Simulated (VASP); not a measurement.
# IrRu19 in VASP: single point with PBE

Aim: the single point of IrRu19 with PBE.

Program: VASP 6.6.1. These are calculated values, not measurements. Logs are shortened: lines on timing, memory, paths and dates and some standing lists are left out, and cuts for length are marked.

**1. The cell of the first run**

The cell holds a slab with vacuum, 20 atoms: a = 5.440 Å, b = 5.440 Å, c = 20.594 Å, α = 90.00°, β = 90.00°, γ = 120.00°.

**2. Single point, PBE**

Contents of INCAR:

```
SYSTEM = IrRu19
ALGO     = Normal         ! electronic algorithm
DIPOL    = 0.5 0.5 0.500
EDIFF    = 1E-6           ! SCF threshold, eV
ENCUT    = 400            ! plane-wave cutoff, eV
GGA      = PE             ! functional
GGA_COMPAT= .FALSE.      
IDIPOL   = 3            
ISIF     = 2              ! what is computed and relaxed
ISMEAR   = 1              ! smearing method
LASPH    = .TRUE.         ! aspherical terms in the spheres
LCHARG   = .FALSE.        ! write CHGCAR
LDIPOL   = .TRUE.       
LREAL    = .FALSE.        ! projectors in reciprocal space
LWAVE    = .FALSE.        ! write WAVECAR
NBANDS   = 154            ! bands
NELM     = 120            ! most SCF steps
NELMDL   = -8           
PREC     = Accurate       ! precision mode
SIGMA    = 0.1            ! smearing width, eV
```

Contents of KPOINTS:

```
k-points
0
G
  12 12 1
  0 0 0
```

Contents of POSCAR:

```
IrRu19
1.0
    5.4395046079      0.0000000000      0.0000000000
   -2.7197523040      4.7107491745      0.0000000000
    0.0000000000      0.0000000000     20.5940128308
Ru Ir
19 1
Direct
    0.1666666667      0.3333333333      0.2940900120
    0.1672092284      0.8336046142      0.2942200577
    0.6663953858      0.3327907716      0.2942200577
    0.6663953858      0.8336046142      0.2942200577
    0.3335710146      0.1664289854      0.3943746043
    0.3335710146      0.6671420292      0.3943746043
    0.8328579708      0.1664289854      0.3943746043
    0.8333333333      0.6666666667      0.3945749786
    0.1665662978      0.8332831489      0.5000000026
    0.6667168511      0.3334337022      0.5000000026
    0.6667168511      0.8332831489      0.5000000026
    0.3335710172      0.1664289828      0.6056253914
    0.3335710172      0.6671420344      0.6056253914
    0.8328579656      0.1664289828      0.6056253914
    0.8333333333      0.6666666667      0.6054250170
    0.1666666667      0.3333333333      0.7059099912
    0.1672092113      0.8336046056      0.7057799434
    0.6663953944      0.3327907887      0.7057799434
    0.6663953944      0.8336046056      0.7057799434
    0.1666666667      0.3333333333      0.5000000023
```

Potentials or basis: VASP PAW PBE potentials, release 64 (Ru_pv, Ir).

The run is started by

```sh
$ cat potpaw_PBE.64/Ru_pv/POTCAR potpaw_PBE.64/Ir/POTCAR > POTCAR
$ mpirun -np 1 vasp_std > vasp.out
```

OUTCAR:

```text
SYSTEM = IrRu19
   EDIFF = 1E-6
   ENCUT = 400
   GGA = PE
   ISIF = 2
   ISMEAR = 1
   LASPH = .TRUE.
   LREAL = .FALSE.
   NELM = 120
   NELMDL = -8
   PREC = Accurate

 ion  position               nearest neighbor table
   1  0.167  0.333  0.294-   5 2.60   7 2.60   6 2.60   3 2.72   2 2.72   4 2.72   4 2.72   3 2.72
                             2 2.72
   2  0.167  0.834  0.294-   6 2.59   5 2.59   8 2.60   4 2.72   3 2.72   1 2.72   1 2.72   4 2.72
                             3 2.72
   3  0.666  0.333  0.294-   5 2.59   7 2.59   8 2.60   2 2.72   4 2.72   1 2.72   1 2.72   2 2.72
                             4 2.72
   4  0.666  0.834  0.294-   6 2.59   7 2.59   8 2.60   2 2.72   3 2.72   1 2.72   1 2.72   2 2.72
                             3 2.72
   5  0.334  0.166  0.394-   3 2.59   2 2.59   1 2.60  10 2.68   9 2.68  20 2.68   7 2.72   6 2.72
                             8 2.72   8 2.72   7 2.72   6 2.72
   6  0.334  0.667  0.394-   4 2.59   2 2.59   1 2.60  11 2.68   9 2.68  20 2.68   7 2.72   5 2.72
                             8 2.72   8 2.72   7 2.72   5 2.72
   7  0.833  0.166  0.394-   3 2.59   4 2.59   1 2.60  10 2.68  11 2.68  20 2.68   5 2.72   6 2.72
                             8 2.72   8 2.72   5 2.72   6 2.72
   8  0.833  0.667  0.395-   4 2.60   2 2.60   3 2.60  11 2.68   9 2.68  10 2.68   6 2.72   7 2.72
                             5 2.72   5 2.72   6 2.72   7 2.72
   9  0.167  0.833  0.500-  15 2.68   8 2.68  13 2.68  12 2.68   6 2.68   5 2.68  11 2.72  10 2.72
[... 9 lines left out ...]
  14  0.833  0.166  0.606-  18 2.59  19 2.59  16 2.60  10 2.68  11 2.68  20 2.68  12 2.72  13 2.72
                            15 2.72  15 2.72  12 2.72  13 2.72
  15  0.833  0.667  0.605-  19 2.60  17 2.60  18 2.60  11 2.68   9 2.68  10 2.68  13 2.72  14 2.72
                            12 2.72  12 2.72  13 2.72  14 2.72
  16  0.167  0.333  0.706-  12 2.60  14 2.60  13 2.60  18 2.72  18 2.72  19 2.72  19 2.72  17 2.72
                            17 2.72
  17  0.167  0.834  0.706-  13 2.59  12 2.59  15 2.60  19 2.72  18 2.72  16 2.72  16 2.72  19 2.72
                            18 2.72
  18  0.666  0.333  0.706-  14 2.59  12 2.59  15 2.60  17 2.72  19 2.72  16 2.72  16 2.72  17 2.72
                            19 2.72
  19  0.666  0.834  0.706-  13 2.59  14 2.59  15 2.60  17 2.72  18 2.72  16 2.72  16 2.72  17 2.72
                            18 2.72
  20  0.167  0.333  0.500-  12 2.68  14 2.68  13 2.68   5 2.68   7 2.68   6 2.68  10 2.72   9 2.72
                            11 2.72  11 2.72  10 2.72   9 2.72

  LATTYP: Found a hexagonal cell.
 ALAT       =     5.4395046079
 C/A-ratio  =     3.7860088952

  Lattice vectors:

 A1 = (   5.4395046079,   0.0000000000,   0.0000000000)
 A2 = (  -2.7197523040,   4.7107491745,   0.0000000000)
 A3 = (   0.0000000000,   0.0000000000,  20.5940128308)

Analysis of symmetry for initial positions (statically):
=====================================================================
 Subroutine PRICEL returns:
 Original cell was already a primitive cell.

 Routine SETGRP: Setting up the symmetry group for a
 hexagonal supercell.

 Subroutine GETGRP returns: Found 12 space group operations
 (whereof  4 operations were pure point group operations)
 out of a pool of 24 trial point group operations.

The static configuration has the point symmetry C_2v.
 The point group associated with its full space group is D_3h.

Analysis of symmetry for dynamics (positions and initial velocities):
=====================================================================
 Subroutine PRICEL returns:
 Original cell was already a primitive cell.

 Routine SETGRP: Setting up the symmetry group for a
 hexagonal supercell.

 Subroutine GETGRP returns: Found 12 space group operations
 (whereof  4 operations were pure point group operations)
 out of a pool of 24 trial point group operations.

The dynamic configuration has the point symmetry C_2v.
 The point group associated with its full space group is D_3h.

 Subroutine INISYM returns: Found 12 space group operations
 (whereof  4 operations are pure point group operations),
 and found     1 'primitive' translations

----------------------------------------------------------------------------------------

                                     Primitive cell

  volume of cell :     527.7039

  direct lattice vectors                    reciprocal lattice vectors
     5.439504608  0.000000000  0.000000000     0.183840271  0.106140230  0.000000000
    -2.719752304  4.710749175  0.000000000     0.000000000  0.212280460  0.000000000
     0.000000000  0.000000000 20.594012831     0.000000000  0.000000000  0.048557802

  length of vectors
     5.439504608  5.439504608 20.594012831     0.212280460  0.212280460  0.048557802

  position of ions in fractional coordinates (direct lattice)
     0.166666667  0.333333333  0.294090012
     0.167209228  0.833604614  0.294220058
     0.666395386  0.332790772  0.294220058
     0.666395386  0.833604614  0.294220058
     0.333571015  0.166428985  0.394374604
     0.333571015  0.667142029  0.394374604
[... 12 lines left out ...]
     0.666395394  0.833604606  0.705779943
     0.166666667  0.333333333  0.500000002

  ion indices of the primitive-cell ions
   primitive index   ion index
                 1           1
                 2           2
                 3           3
                 4           4
                 5           5
                 6           6
[... 12 lines left out ...]
                19          19
                20          20

----------------------------------------------------------------------------------------

 KPOINTS: k-points

Automatic generation of k-mesh.
 Grid dimensions read from file:
 generate k-points for:   12   12    1

 Generating k-lattice:

  Cartesian coordinates                     Fractional coordinates (reciprocal lattice)
     0.015320023  0.008845019  0.000000000     0.083333333  0.000000000  0.000000000
     0.000000000  0.017690038  0.000000000     0.000000000  0.083333333  0.000000000
     0.000000000  0.000000000  0.048557802     0.000000000  0.000000000  1.000000000

  Length of vectors
     0.017690038  0.017690038  0.048557802

  Shift w.r.t. Gamma in fractional coordinates (k-lattice)
     0.000000000  0.000000000  0.000000000

 Subroutine IBZKPT returns following result:
 ===========================================

 Found     19 irreducible k-points:

 Following reciprocal coordinates:
            Coordinates               Weight
  0.000000  0.000000  0.000000      1.000000
  0.083333  0.000000  0.000000      6.000000
  0.166667 -0.000000  0.000000      6.000000
  0.250000  0.000000  0.000000      6.000000
  0.333333 -0.000000  0.000000      6.000000
  0.416667  0.000000  0.000000      6.000000
[... 11 lines left out ...]
  0.333333  0.250000  0.000000     12.000000
  0.333333  0.333333  0.000000      2.000000
   k-points           NKPTS =     19   k-points in BZ     NKDIM =     19   number of bands    NBANDS=    154
   number of dos      NEDOS =    301   number of ions     NIONS =     20
   total plane-waves  NPLWV = 181440
   dimension x,y,z NGX =    36 NGY =   36 NGZ =  140
   dimension x,y,z NGXF=    72 NGYF=   72 NGZF=  280
   ions per type =              19   1
   NGX,Y,Z   is equivalent  to a cutoff of  11.00, 11.00, 11.30 a.u.
   NGXF,Y,Z  is equivalent  to a cutoff of  22.01, 22.01, 22.60 a.u.
 SYSTEM =  IrRu19
   PREC   = accura    normal or accurate (medium, high low for compatibility)
   ISTART =      0    job   : 0-new  1-cont  2-samecut
   ICHARG =      2    charge: 1-file 2-atom 10-const
   ISPIN  =      1    spin polarized calculation?
   LNONCOLLINEAR =      F non collinear calculations
   LSORBIT =      F    spin-orbit coupling
   LASPH  =      T    aspherical Exc in radial PAW
   ENCUT  =  400.0 eV  29.40 Ry    5.42 a.u.   8.87  8.87 33.58*2*pi/ulx,y,z
   NELM   =    120;   NELMIN=  2; NELMDL= -8     # of ELM steps
   EDIFF  = 0.1E-05   stopping-criterion for ELM
   LREAL  =      F    real-space projection
   EDIFFG = 0.1E-04   stopping-criterion for IOM
   NSW    =      0    number of steps for IOM
   IBRION =     -1    ionic relax: 0-MD 1-quasi-New 2-CG
   NFREE  =      0    steps in history (QN), initial steepest desc. (CG)
   ISIF   =      2    stress and relaxation
   ISYM   =      2    0-nonsym 1-usesym 2-fastsym
   POTIM  = 0.5000    time-step for ionic-motion
   TEBEG  =    0.0;   TEEND  =   0.0 temperature during run
   PSTRESS=    0.0 pullay stress
   NELECT =     275.0000    total number of electrons
   NUPDOWN=      -1.0000    fix difference up-down
   EMIN   =  10.00;   EMAX   =-10.00  energy-range for DOS
   EFERMI =   0.00;   METHOD = LEGACY
   ISMEAR =     1;   SIGMA  =   0.10  broadening in eV -4-tet -1-fermi 0-gaus
   EFERMI_NEDOS =   21; number of points for ismear=-14 and -15
   IALGO  =     38    algorithm
   IMIX   =      4    mixing-type and parameters
     AMIX     =   0.40;   BMIX     =  1.00
     AMIX_MAG =   1.60;   BMIX_MAG =  1.00
  volume/ion in A,a.u.               =      26.39       178.06
  Fermi-wavevector in a.u.,A,eV,Ry     =   1.317414  2.489552 23.613997  1.735580
  Thomas-Fermi vector in A             =   2.447457
   LORBIT       =      0    0 simple, 1 ext, 2 COOP (PROOUT), +10 PAW based schemes
   GGA     = PE    functional components
   LHFCALC =     F    Hartree Fock is set to
   AEXX    =    0.0000 exact exchange contribution
   IVDW    =     0    specifies the selected vdW correction
   LEPSILON=     F    determine dielectric tensor
   LRPA    =     F    only Hartree local field effects (RPA)
 non-spin polarized calculation
 Methfessel and Paxton  Order N= 1 SIGMA  =   0.10
  energy-cutoff  :      400.00
  volume of cell :      527.70
 maximum number of plane-waves:      9621
 NGX is ok and might be reduce to    36
   NGX = 17   NGY = 17   NGZ = 67

 dipolmoment           0.000000      0.000000     -0.000000 electrons x Angstroem

 number of electron     274.9999883 magnetization

 dipolmoment           0.000000      0.000000      0.000006 electrons x Angstroem

 Free energy of the ion-electron system (eV)
  ---------------------------------------------------
  ext. energy  EPLUGINS =         0.00000000
  ---------------------------------------------------
  free energy    TOTEN  =      -175.99241524 eV

  energy without entropy =     -175.97926190  energy(sigma->0) =     -175.98803079

 E-fermi :   4.2565     XC(G=0):  -8.2604

 val. band max:        4.2552032265   @ k =   0.0833   0.0833   0.0000
 cond. band min:       4.2573112820   @ k =   0.4167   0.1667   0.0000
 fundamental gap:      0.0021080555
 Fermi energy:         4.2565116682

 k-point     1 :       0.0000    0.0000    0.0000
  band No.  band energies     occupation
      1     -39.3941      2.00000
      2     -39.3941      2.00000
      3     -39.3913      2.00000
      4     -39.3648      2.00000
      5     -39.3398      2.00000
      6     -39.3398      2.00000
[... 2877 lines left out ...]
    148       4.9442     -0.00000
    149       4.9450     -0.00000
 [bands above 149 left out]

------------------------ aborting loop because EDIFF is reached ----------------------------------------

 vacuum level on the upper side and lower side of the slab       (xc-potential included)        -0.265        -0.265

  FORCE on cell =-STRESS in cart. coord.  units (eV):
  Direction    XX          YY          ZZ          XY          YZ          ZX
  --------------------------------------------------------------------------------------
  -------------------------------------------------------------------------------------
  Total      -11.9875421    -11.9875421     -1.1132937      0.0000000      0.0000000      0.0000000
  in kB      -36.3957287    -36.3957287     -3.3801038      0.0000000      0.0000000      0.0000000
  external PRESSURE =     -25.3905204 kB  Pullay stress =       0.0000000 kB

 VOLUME and BASIS-vectors are now :
 -----------------------------------------------------------------------------
  energy-cutoff  :      400.00
  volume of cell :      527.70
      direct lattice vectors                 reciprocal lattice vectors
     5.439504608  0.000000000  0.000000000     0.183840271  0.106140230  0.000000000
    -2.719752304  4.710749175  0.000000000     0.000000000  0.212280460  0.000000000
     0.000000000  0.000000000 20.594012831     0.000000000  0.000000000  0.048557802

 POSITION                                       TOTAL-FORCE (eV/Angst)
 -----------------------------------------------------------------------------------
      0.00000      1.57025      6.05649         0.000000     -0.000000     -0.076333
     -1.35766      3.92690      6.05917         0.010993      0.006347     -0.052232
      2.71975      1.56769      6.05917         0.000000     -0.012694     -0.052232
      1.35766      3.92690      6.05917        -0.010993      0.006347     -0.052232
      1.36182      0.78401      8.12176         0.004765     -0.002751      0.076894
     -0.00000      3.14274      8.12176        -0.000000      0.005502      0.076894
[... 12 lines left out ...]
      1.35766      3.92690     14.53484        -0.010993      0.006347      0.052232
      0.00000      1.57025     10.29701         0.000000     -0.000000      0.000000
 -----------------------------------------------------------------------------------
    total drift:                                0.000002     -0.000001      0.001635

  FREE ENERGIE OF THE ION-ELECTRON SYSTEM (eV)
  ---------------------------------------------------
  free  energy   TOTEN  =      -175.9924152404 eV

  energy  without entropy=     -175.9792619024  energy(sigma->0) =     -175.98803079

 vacuum level on the upper side and lower side of the slab         8.943         8.943
```

Run time: 60 min. Hardware: 1 thread of Intel Xeon Platinum 8259CL at 2.50GHz (Skylake/Cascade Lake), shared host; peak memory 0.89 GiB.

What came out:

* Free energy: -175.9924 eV
* Largest force: 0.077 eV/Å
* Band gap on the k mesh: zero (an odd number of electrons rules out a gap without spin polarisation)

Forces in eV/Å, atoms in the order of the input:
```
Ru   0.000  0.000 -0.076
Ru   0.011  0.006 -0.052
Ru   0.000 -0.013 -0.052
Ru  -0.011  0.006 -0.052
Ru   0.005 -0.003  0.077
Ru   0.000  0.006  0.077
Ru  -0.005 -0.003  0.077
Ru   0.000  0.000  0.068
Ru  -0.006 -0.003  0.000
Ru   0.000  0.006  0.000
Ru   0.006 -0.003  0.000
Ru   0.005 -0.003 -0.077
Ru   0.000  0.006 -0.077
Ru  -0.005 -0.003 -0.077
Ru   0.000  0.000 -0.068
Ru   0.000  0.000  0.076
Ru   0.011  0.006  0.052
Ru   0.000 -0.013  0.052
Ru  -0.011  0.006  0.052
Ir   0.000  0.000  0.000
```

Caveat: spin-orbit coupling is left out, which moves the levels of the heavy elements.
